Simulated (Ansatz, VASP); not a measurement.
**Two plane-wave programs on SiO2**

File POSCAR:

```
SiO2
1.0
    4.0177812467      0.0000000000      0.0000000000
    0.0000000000      4.0177812467      0.0000000000
    0.0000000000      0.0000000000      2.5620862953
Si O
2 4
Direct
    0.0000000000      0.0000000000      0.0000000000
    0.5000000000      0.5000000000      0.5000000000
    0.3024450714      0.3024450714      0.0000000000
    0.1975549286      0.8024450714      0.5000000000
    0.8024450714      0.1975549286      0.5000000000
    0.6975549286      0.6975549286      0.0000000000
```

INCAR.step1

```
SYSTEM = SiO2
PREC = Accurate
ENCUT = 520
EDIFF = 1E-5
ISMEAR = 0
SIGMA = 0.01
LREAL = .FALSE.
LASPH = .TRUE.
NELM = 100
ALGO = Normal
ISIF = 2
LWAVE = .TRUE.
LCHARG = .FALSE.
GGA = PE
NBANDS = 25
```

File INCAR.step2:

```
SYSTEM = SiO2
PREC = Accurate
ENCUT = 520
EDIFF = 1E-7
ISMEAR = 0
SIGMA = 0.01
LREAL = .FALSE.
LASPH = .TRUE.
NELM = 100
ALGO = Normal
ISIF = 2
LWAVE = .FALSE.
LCHARG = .FALSE.
GGA = PE
LHFCALC = .TRUE.
HFSCREEN = 0.2079
PRECFOCK = Fast
ISTART = 1
NBANDS = 25
```

Contents of KPOINTS:

```
Automatic mesh
0
G
  4 4 6
  0 0 0
```

Input for Ansatz:

```yaml
crystal:
  lattice:
    - [4.0177812467, 0.0, 0.0]
    - [0.0, 4.0177812467, 0.0]
    - [0.0, 0.0, 2.5620862953]
  atoms:
    - { symbol: Si, position: [0.0, 0.0, 0.0] }
    - { symbol: Si, position: [0.5, 0.5, 0.5] }
    - { symbol: O, position: [0.3024450714, 0.3024450714, 0.0] }
    - { symbol: O, position: [0.1975549286, 0.8024450714, 0.5] }
    - { symbol: O, position: [0.8024450714, 0.1975549286, 0.5] }
    - { symbol: O, position: [0.6975549286, 0.6975549286, 0.0] }
kpoints:
  mp_grid: { grid: [4, 4, 6] }
  band_path:
    path:
      - [0.0, 0.0, 0.0]
      - [0.0, 0.5, 0.0]
      - [0.5, 0.5, 0.0]
      - [0.0, 0.0, 0.5]
      - [0.0, 0.5, 0.5]
      - [0.5, 0.5, 0.5]
    npoints: 1
hamiltonian:
  xc: hse06
scf:
  occupations: { method: fixed }
  n_extra_bands: 5
output:
  forces: true
  stress: true
  eigenvalues: true
  write_density: true
  write_potential: true
  elf: true
  volumetric_format: npy
```

Change from the starting cell: hydrostatic strain -4.0%.

Alike in both runs: task single point; functional HSE06; k mesh 4 × 4 × 6; no spin polarisation.

|  | VASP | Ansatz |
| --- | --- | --- |
| version | VASP 6.6.1 | Ansatz 0.2.0 |
| potentials or method | VASP PAW PBE potentials, release 64 (Si, O) | plane waves, PAW |
| plane-wave cutoff (eV) | 520 | 420 |
| occupations | gaussian, width 0.01 eV | fixed |
| valence electrons in the cell | 32 | 32 |

|  | VASP | Ansatz | Ansatz less VASP |
| --- | --- | --- | --- |
| gap on the k mesh at the Fermi level (eV) | 9.21 | 9.21 | 0.000 |
| pressure (GPa) | 48.3 | 48.2 | -0.16 |
| traceless stress, the component that is largest in VASP (GPa) | 7.41 | 6.91 | -0.500 |
| rms of the force components (eV/Å) | 0.014 | 0.023 | +0.0088 |

Atom by atom the forces differ by 0.009 eV/Å (rms over components). Both programs put the cell under a high pressure, so it lies far from rest at this level. Ansatz's warnings: stress exchange threshold loose, stress scf threshold loose.
